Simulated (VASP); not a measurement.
# AlO5 (P6/mmm) in VASP: a series of runs, part 2 of 2

VASP 6.6.1. Earlier steps stand in the parts before.

## Step 4: Single point, PBE

This run uses another cell than the first one, of 11.84 Å³/atom, 1.176 times its volume.

INCAR reads:

```
SYSTEM = AlO5
ALGO = Normal
EDIFF = 1E-7
ENCUT = 520
GGA = PE
ISIF = 2
ISMEAR = 0
LASPH = .TRUE.
LCHARG = .FALSE.
LREAL = .FALSE.
LWAVE = .FALSE.
NBANDS = 26
NELM = 100
PREC = Accurate
SIGMA = 0.1
```

KPOINTS reads:

```
k-points
0
G
  12 12 6
  0 0 0
```

POSCAR reads:

```
AlO5
1.0
    3.5505426922      0.0000000000      0.0000000000
   -1.7752713461      3.0748601686      0.0000000000
    0.0000000000      0.0000000000      6.5081462828
Al O
1 5
Direct
    0.0000000000      0.0000000000      0.0000000000
    0.3333333333      0.6666666667      0.0000000000
    0.6666666667      0.3333333333      0.0000000000
    0.5000000000      0.0000000000      0.5000000000
    0.5000000000      0.5000000000      0.5000000000
    0.0000000000      0.5000000000      0.5000000000
```

Potentials or basis: VASP PAW PBE potentials, release 64 (Al, O).

On the command line:

```sh
$ cat potpaw_PBE.64/Al/POTCAR potpaw_PBE.64/O/POTCAR > POTCAR
$ mpirun -np 1 vasp_std > vasp.out
```

OUTCAR:

```text
SYSTEM = AlO5
   EDIFF = 1E-7
   ENCUT = 520
   GGA = PE
   ISIF = 2
   ISMEAR = 0
   LASPH = .TRUE.
   LREAL = .FALSE.
   NELM = 100
   PREC = Accurate

 ion  position               nearest neighbor table
   1  0.000  0.000  0.000-   2 2.05   3 2.05   2 2.05   3 2.05   3 2.05   2 2.05
   2  0.333  0.667  0.000-   1 2.05   1 2.05   1 2.05
   3  0.667  0.333  0.000-   1 2.05   1 2.05   1 2.05
   4  0.500  0.000  0.500-   5 1.78   6 1.78   5 1.78   6 1.78
   5  0.500  0.500  0.500-   4 1.78   4 1.78   6 1.78   6 1.78
   6  0.000  0.500  0.500-   4 1.78   4 1.78   5 1.78   5 1.78

  LATTYP: Found a hexagonal cell.
 ALAT       =     3.5505426922
 C/A-ratio  =     1.8330004304

  Lattice vectors:

 A1 = (   3.5505426922,   0.0000000000,   0.0000000000)
 A2 = (  -1.7752713461,   3.0748601686,   0.0000000000)
 A3 = (   0.0000000000,   0.0000000000,   6.5081462828)

Analysis of symmetry for initial positions (statically):
=====================================================================
 Subroutine PRICEL returns:
 Original cell was already a primitive cell.

 Routine SETGRP: Setting up the symmetry group for a
 hexagonal supercell.

 Subroutine GETGRP returns: Found 24 space group operations
 (whereof 24 operations were pure point group operations)
 out of a pool of 24 trial point group operations.

The static configuration has the point symmetry D_6h.

Analysis of symmetry for dynamics (positions and initial velocities):
=====================================================================
 Subroutine PRICEL returns:
 Original cell was already a primitive cell.

 Routine SETGRP: Setting up the symmetry group for a
 hexagonal supercell.

 Subroutine GETGRP returns: Found 24 space group operations
 (whereof 24 operations were pure point group operations)
 out of a pool of 24 trial point group operations.

[... 129 lines left out ...]
  volume/ion in A,a.u.               =      11.84        79.91
  Fermi-wavevector in a.u.,A,eV,Ry     =   1.267809  2.395811 21.869168  1.607338
  Thomas-Fermi vector in A             =   2.400937
   LORBIT       =      0    0 simple, 1 ext, 2 COOP (PROOUT), +10 PAW based schemes
   GGA     = PE    functional components
   LHFCALC =     F    Hartree Fock is set to
   AEXX    =    0.0000 exact exchange contribution
   IVDW    =     0    specifies the selected vdW correction
   LEPSILON=     F    determine dielectric tensor
   LRPA    =     F    only Hartree local field effects (RPA)
 non-spin polarized calculation
 Gauss-broadening in eV      SIGMA  =   0.10
  energy-cutoff  :      520.00
  volume of cell :       71.05
 maximum number of plane-waves:      1956
 NGX is ok and might be reduce to    28
   NGX = 13   NGY = 13   NGZ = 25

 number of electron      32.9999980 magnetization

 Free energy of the ion-electron system (eV)
  ---------------------------------------------------
  ext. energy  EPLUGINS =         0.00000000
  ---------------------------------------------------
  free energy    TOTEN  =       -25.97338988 eV

  energy without entropy =      -25.93372781  energy(sigma->0) =      -25.95355885

 E-fermi :   1.5174     XC(G=0):  -9.4521

 val. band max:        1.5172695419   @ k =   0.0833   0.0833   0.1667
 cond. band min:       1.5209615157   @ k =   0.0833   0.0833   0.3333
 fundamental gap:      0.0036919739
 Fermi energy:         1.5173834936

 k-point     1 :       0.0000    0.0000    0.0000
  band No.  band energies     occupation
      1     -20.7559      2.00000
      2     -18.3361      2.00000
      3     -13.2686      2.00000
      4     -13.0197      2.00000
      5     -13.0197      2.00000
      6      -8.2672      2.00000
[... 685 lines left out ...]
     25      13.9035      0.00000
     26      14.1519      0.00000

 [... further k-points ...]

------------------------ aborting loop because EDIFF is reached ----------------------------------------

  FORCE on cell =-STRESS in cart. coord.  units (eV):
  Direction    XX          YY          ZZ          XY          YZ          ZX
  --------------------------------------------------------------------------------------
  -------------------------------------------------------------------------------------
  Total       -0.0185444     -0.0185444     -0.0960271      0.0000000     -0.0000000      0.0000000
  in kB       -0.4181639     -0.4181639     -2.1653442      0.0000000     -0.0000000      0.0000000
  external PRESSURE =      -1.0005574 kB  Pullay stress =       0.0000000 kB

 VOLUME and BASIS-vectors are now :
 -----------------------------------------------------------------------------
  energy-cutoff  :      520.00
  volume of cell :       71.05
      direct lattice vectors                 reciprocal lattice vectors
     3.550542692  0.000000000  0.000000000     0.281647085  0.162609020  0.000000000
    -1.775271346  3.074860169  0.000000000     0.000000000  0.325218041  0.000000000
     0.000000000  0.000000000  6.508146283     0.000000000  0.000000000  0.153653584

 POSITION                                       TOTAL-FORCE (eV/Angst)
 -----------------------------------------------------------------------------------
      0.00000      0.00000      0.00000        -0.000000      0.000000      0.000000
     -0.00000      2.04991      0.00000         0.000000     -0.000000     -0.000000
      1.77527      1.02495      0.00000        -0.000000      0.000000      0.000000
      1.77527      0.00000      3.25407         0.000000      0.000000      0.000000
      0.88764      1.53743      3.25407        -0.000000      0.000000      0.000000
     -0.88764      1.53743      3.25407         0.000000      0.000000      0.000000
 -----------------------------------------------------------------------------------
    total drift:                                0.000000     -0.000000      0.000000

  FREE ENERGIE OF THE ION-ELECTRON SYSTEM (eV)
  ---------------------------------------------------
  free  energy   TOTEN  =       -25.9733898806 eV

  energy  without entropy=      -25.9337278132  energy(sigma->0) =      -25.95355885
```

Wall time 84 s (1 thread of AMD EPYC 9R45 (Zen 5), shared host); peak memory 0.22 GiB.

Results:

- Free energy: -25.9734 eV
- Pressure: -0.1 GPa

Stress tensor (GPa, compression positive):
```
-0.04  0.00  0.00
 0.00 -0.04  0.00
 0.00  0.00 -0.22
```

Caveat: an odd number of electrons without spin polarisation forces a metal; a magnetic or distorted state may lie lower.

## Step 5: Relaxation of cell and atoms, PBE

INCAR reads:

```
  ALGO = Normal
  EDIFF = 1E-6
  EDIFFG = -0.04
  ENCUT = 600
  GGA = PE
  IBRION = 2
  ISIF = 3
  ISMEAR = 0
  LASPH = True
  LCHARG = False
  LREAL = False
  LWAVE = False
  NELM = 100
  NSW = 90
  PREC = Accurate
  SIGMA = 0.1
```

KPOINTS reads:

```
k-points
0
Gamma
  6 6 6
```

POSCAR reads:

```
AlO5
1.0
    4.4093956500      0.0000000000      0.0000000000
   -2.2046978300      3.8186486500      0.0000000000
    0.0000000000      0.0000000000      3.5876915700
Al O
1 5
Direct
    0.0000000000      0.0000000000      0.0000000000
    0.3333333300      0.6666666700      0.0000000000
    0.6666666700      0.3333333300      0.0000000000
    0.5000000000      0.0000000000      0.5000000000
    0.5000000000      0.5000000000      0.5000000000
    0.0000000000      0.5000000000      0.5000000000
```

On the command line:

```sh
$ cat potpaw_PBE.64/Al/POTCAR potpaw_PBE.64/O/POTCAR > POTCAR
$ mpirun -np 1 vasp_std > vasp.out
```

Wall time 4.4 min (1 thread of AMD EPYC 9R45 (Zen 5), shared host); peak memory 0.18 GiB.

It converged, with:

```yaml
Free_energy: -25.0205 eV
Relaxed_volume: 9.10 Å³/atom
Relaxed_cell: a = 3.573 Å, b = 3.573 Å, c = 4.937 Å, α = 90.00°, β = 90.00°, γ = 120.00°
Space_group_after_relaxing_to_0.05_Å: P6/mmm (No. 191)
Energy_gained_by_relaxing: 724.2 meV/atom
Ionic_steps: 18
Pressure_after_relaxing: 0.4 GPa
```

The path:
| step | energy change (eV) | largest force (eV/Å) | pressure (GPa) | volume (Å³) |
| --- | --- | --- | --- | --- |
| 1 | 0.0000 | 0.0000 | -12.34 | 60.41 |
| 2 | -0.5235 | 0.0000 | 0.21 | 53.84 |
| 3 | -0.5931 | 0.0000 | 8.36 | 51.13 |
| 4 | -1.0924 | 0.0000 | 11.61 | 49.85 |
| 5 | -1.6876 | 0.0000 | 20.35 | 47.90 |
| 6 | -2.3873 | 0.0000 | 57.68 | 43.33 |
| 7 | -2.4724 | 0.0000 | 58.99 | 43.41 |
| 8 | -2.5206 | 0.0000 | 61.88 | 43.52 |
| 9 | -2.7042 | 0.0000 | 57.66 | 44.02 |
| 10 | -3.1889 | 0.0000 | 45.90 | 45.54 |
| 11 | -3.8833 | 0.0000 | 26.01 | 48.68 |
| 12 | -4.3319 | 0.0000 | -2.97 | 55.38 |
| 13 | -4.3372 | 0.0000 | -0.74 | 54.73 |
| 14 | -4.3369 | 0.0000 | 0.11 | 54.49 |
| 15 | -4.3390 | 0.0000 | 0.15 | 54.50 |
| 16 | -4.3436 | 0.0000 | 0.25 | 54.55 |
| 17 | -4.3439 | 0.0000 | 0.49 | 54.64 |
| 18 | -4.3453 | 0.0000 | 0.36 | 54.60 |

Final structure:
```
Al O
1.0
     3.57343    0.00000    0.00000
    -1.78672    3.09468    0.00000
     0.00000    0.00000    4.93712
Al O
1 5
Direct
  0.00000 0.00000 0.00000
  0.33333 0.66667 0.00000
  0.66667 0.33333 0.00000
  0.50000 0.00000 0.50000
  0.50000 0.50000 0.50000
  0.00000 0.50000 0.50000
```

Levels at points of the mesh, in eV from the Fermi level:
```tsv
k point	band 12	band 13	band 14	band 15	band 16	band 17	band 18	band 19	band 20
(0.00, 0.00, 0.00)	-1.64	-1.64	-1.54	-0.10	-0.09	-0.09	2.45	3.48	4.89
(0.50, 0.00, 0.00)	-1.29	-0.98	-0.96	-0.74	-0.54	-0.31	-0.08	0.49	4.61
(0.00, 0.00, 0.50)	-3.83	-1.71	-1.71	0.03	0.08	0.08	3.48	3.50	4.89
(0.50, 0.00, 0.50)	-1.73	-1.31	-1.09	-0.93	-0.87	-0.57	-0.07	0.45	4.60
```

Caveat: an odd number of electrons without spin polarisation forces a metal; a magnetic or distorted state may lie lower.

## Step 6: Overview

```tsv
task	cell	k mesh	cutoff (eV)	gap on the mesh (eV)	pressure (GPa)
single point	a = 4.409, b = 4.409, c = 3.588 Å, angles 90.0, 90.0, 120.0°, 6 atoms	6 × 6 × 6	520	none	-12.3
single point	a = 3.566, b = 3.566, c = 6.377 Å, angles 90.0, 90.0, 120.0°, 6 atoms	6 × 6 × 6	520	none	-0.1
single point	a = 3.551, b = 3.551, c = 6.508 Å, angles 90.0, 90.0, 120.0°, 6 atoms	12 × 12 × 6	520	none	-0.1
relaxation of cell and atoms	relaxed from a = 4.409, b = 4.409, c = 3.588 Å, angles 90.0, 90.0, 120.0°, 6 atoms	6 × 6 × 6	600	none	0.4
```

Alike in all rows: level PBE; potentials or basis VASP PAW PBE potentials, release 64 (Al, O); no spin polarisation; smearing gaussian 0.1 eV.

Caveats: an odd number of electrons without spin polarisation forces a metal; a magnetic or distorted state may lie lower.

Absolute energies hang on the potentials; compare differences alone.
